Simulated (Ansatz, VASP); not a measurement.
# SnO2: VASP beside Ansatz

Contents of INCAR:

```
ALGO = Normal ; EDIFF = 1E-8
ENCUT = 520 ; GGA = PE
ISIF = 2 ; ISMEAR = -1
LASPH = True ; LCHARG = False
LEFG = True ; LREAL = False
LWAVE = False ; NBANDS = 64
NELM = 100 ; PREC = Accurate
SIGMA = 0.02
```

The input KPOINTS:

```
k-points
0
Gamma
  5 4 5
```

File POSCAR:

```
SnO2
1.0
    4.7351461700      0.0000000000      0.0000000000
    0.0000000000      5.7509122300      0.0000000000
    0.0000000000      0.0000000000      5.2471142500
Sn O
4 8
Direct
    0.5000000000      0.6654477500      0.7500000000
    0.0000000000      0.8345522500      0.2500000000
    0.5000000000      0.3345522500      0.2500000000
    0.0000000000      0.1654477500      0.7500000000
    0.7303050400      0.6071234700      0.0786035800
    0.2303050400      0.8928765300      0.9213964200
    0.7696949600      0.8928765300      0.5786035800
    0.2696949600      0.6071234700      0.4213964200
    0.7303050400      0.3928765300      0.5786035800
    0.2303050400      0.1071234700      0.4213964200
    0.7696949600      0.1071234700      0.0786035800
    0.2696949600      0.3928765300      0.9213964200
```

Input for Ansatz:

```yaml
crystal:
  lattice:
    - [4.73514617, 0.0, 0.0]
    - [0.0, 5.75091223, 0.0]
    - [0.0, 0.0, 5.24711425]
  atoms:
    - { symbol: Sn, position: [0.5, 0.66544775, 0.75] }
    - { symbol: Sn, position: [0.0, 0.83455225, 0.25] }
    - { symbol: Sn, position: [0.5, 0.33455225, 0.25] }
    - { symbol: Sn, position: [0.0, 0.16544775, 0.75] }
    - { symbol: O, position: [0.73030504, 0.60712347, 0.07860358] }
    - { symbol: O, position: [0.23030504, 0.89287653, 0.92139642] }
    - { symbol: O, position: [0.76969496, 0.89287653, 0.57860358] }
    - { symbol: O, position: [0.26969496, 0.60712347, 0.42139642] }
    - { symbol: O, position: [0.73030504, 0.39287653, 0.57860358] }
    - { symbol: O, position: [0.23030504, 0.10712347, 0.42139642] }
    - { symbol: O, position: [0.76969496, 0.10712347, 0.07860358] }
    - { symbol: O, position: [0.26969496, 0.39287653, 0.92139642] }
kpoints:
  mp_grid: { grid: [5, 4, 5] }
scf:
  occupations: { method: fermi_dirac, width: 0.02 }
hamiltonian:
  xc: pbe
  pseudopotentials: { kind: paw }
output:
  forces: true
  stress: true
  populations: true
  efg:
    quadrupole_moments_barn: { Sn: -0.132, O: -0.02558 }
    contact_densities: true
```

Alike in both runs: task electric field gradients; functional PBE; k mesh 5 × 4 × 5; occupations fermi-dirac, width 0.02 eV; no spin polarisation.

|  | VASP | Ansatz |
| --- | --- | --- |
| version | VASP 6.6.1 | Ansatz 0.2.0 |
| potentials or method | VASP PAW PBE potentials, release 64 (Sn_d, O) | plane-wave PAW, scalar-relativistic |
| plane-wave cutoff (eV) | 520 | 420 |
| valence electrons in the cell | 104 | 104 |

|  | VASP | Ansatz | Ansatz less VASP |
| --- | --- | --- | --- |
| gap on the k mesh at the Fermi level (eV) | 1.35 | 1.36 | +0.012 |
| pressure (GPa) | 7.6 | 7.0 | -0.68 |
| traceless stress, the component that is largest in VASP (GPa) | 0.37 | 0.28 | -0.092 |
| rms of the force components (eV/Å) | 0.051 | 0.044 | -0.0066 |
| size of Vzz on the site where it differs most (V/Å²) | 106.1 | 105.6 | -0.49 |

Atom by atom the forces differ by 0.008 eV/Å (rms over components).
